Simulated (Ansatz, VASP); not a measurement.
# One calculation of BeH6S, two programs

```xyz
8
Lattice="10.8000 0.0000 0.0000 0.0000 11.1000 0.0000 0.0000 0.0000 11.4000" Properties=species:S:1:pos:R:3 pbc="T T T"
Be    4.6072    6.3426    4.9076
S     5.7865    5.1630    6.0876
H     5.8323    6.8311    4.4187
H     4.1168    6.8336    6.1310
H     4.1179    5.1184    4.4173
H     5.3217    4.2399    7.0098
H     6.7093    5.6296    7.0088
H     6.7084    4.2419    5.6193
```

Alike in both runs: functional PBE; k mesh 1 × 1 × 1; occupations gaussian, width 0.05 eV; no spin polarisation.

Ansatz relaxed the structure, and its values are those at the end. VASP's run is a single point on that final structure, the one shown.

```csv
,VASP,Ansatz
version,VASP 6.6.1,Ansatz 0.2.0
potentials or method,"VASP PAW PBE potentials, release 64 (Be, S, H), cutoff 520 eV","scalar-relativistic, plane waves, PAW"
valence electrons in the cell,14,14
```

|  | VASP | Ansatz | Ansatz less VASP |
| --- | --- | --- | --- |
| gap on the k mesh at the Fermi level (eV) | 4.26 | 4.25 | -0.015 |
| rms of the force components (eV/Å) | 0.043 | 0.011 | -0.0320 |

The functional is the same, so the differences come from potentials, cutoffs and numerics. Ansatz's warnings: xc potential rough in thin density.
